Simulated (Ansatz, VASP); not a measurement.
**Two plane-wave programs on Nb3H**

```xyz
4
Lattice="2.9270 0.0000 0.0000 0.0000 2.9270 0.0000 0.0000 0.0000 21.1958" Properties=species:S:1:pos:R:3 pbc="T T T"
Nb    1.4635    1.4635    4.0000
Nb    0.0000    0.0000    6.0978
Nb    1.4635    1.4635    8.1958
H     1.4635    1.4635   11.9058
```

Alike in both runs: task single point; functional LDA; k mesh 9 × 9 × 1; occupations gaussian, width 0.1 eV; collinear spin.

|  | VASP | Ansatz |
| --- | --- | --- |
| version | VASP 6.6.1 | Ansatz 0.2.0 |
| potentials or method | VASP PAW LDA potentials, release 64 (Nb_sv, H), cutoff 520 eV | scalar-relativistic, plane waves, PAW |
| valence electrons in the cell | 40 | 40 |

Ansatz gave:

* gap on the k mesh at the Fermi level (eV): none
* rms of the force components (eV/Å): 0.141
* net moment per atom (μB): 0.20
* size of the moment on the site where the two differ most (μB): 0.77

**Question.** Which values does VASP return?

**Answer.** gap on the k mesh at the Fermi level (eV): none; rms of the force components (eV/Å): 0.135; net moment per atom (μB): 0.20; size of the moment on the site where the two differ most (μB): 0.33.

LDA's correlation is that of Perdew and Zunger in VASP and of Perdew and Wang (1992) in Ansatz. Site moments also hang on the region over which each program counts them. Atom by atom the forces differ by 0.007 eV/Å (rms over components). A gap of «none» marks a metal or a gap that the smearing closes. Ansatz's warnings: vacuum density over bound.
